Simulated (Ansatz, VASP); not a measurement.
**Mg3Te2: VASP beside Ansatz**

```
Mg Te
1.0
     5.83264    0.00000    0.00000
    -2.91632    5.05121    0.00000
     0.00000    0.00000    6.12850
Mg Te
3 2
Direct
  0.50000 0.00000 0.50000
  0.00000 0.50000 0.50000
  0.50000 0.50000 0.50000
  0.00000 0.00000 0.24903
  0.00000 0.00000 0.75097
```

Alike in both runs: functional PBE; k mesh 6 × 6 × 6; occupations gaussian, width 0.1 eV; no spin polarisation.

Ansatz relaxed the structure, and its values are those at the end. VASP's run is a single point on that final structure, the one shown.

|  | VASP | Ansatz |
| --- | --- | --- |
| version | VASP 6.6.1 | Ansatz 0.2.0 |
| potentials or method | VASP PAW PBE potentials, release 64 (Mg, Te), cutoff 520 eV | scalar-relativistic, plane waves, PAW |
| valence electrons in the cell | 18 | 62 |

|  | VASP | Ansatz | Ansatz less VASP |
| --- | --- | --- | --- |
| gap on the k mesh at the Fermi level (eV) | none | none | - |
| pressure (GPa) | -0.1 | 0.0 | +0.05 |

A gap of «none» marks a metal or a gap that the smearing closes. The functional is the same, so the differences come from potentials, cutoffs and numerics. VASP's potentials hold 18 valence electrons a cell and Ansatz's 62, so a difference there can come from the potentials and not from the codes.

Spin-orbit coupling is off throughout.
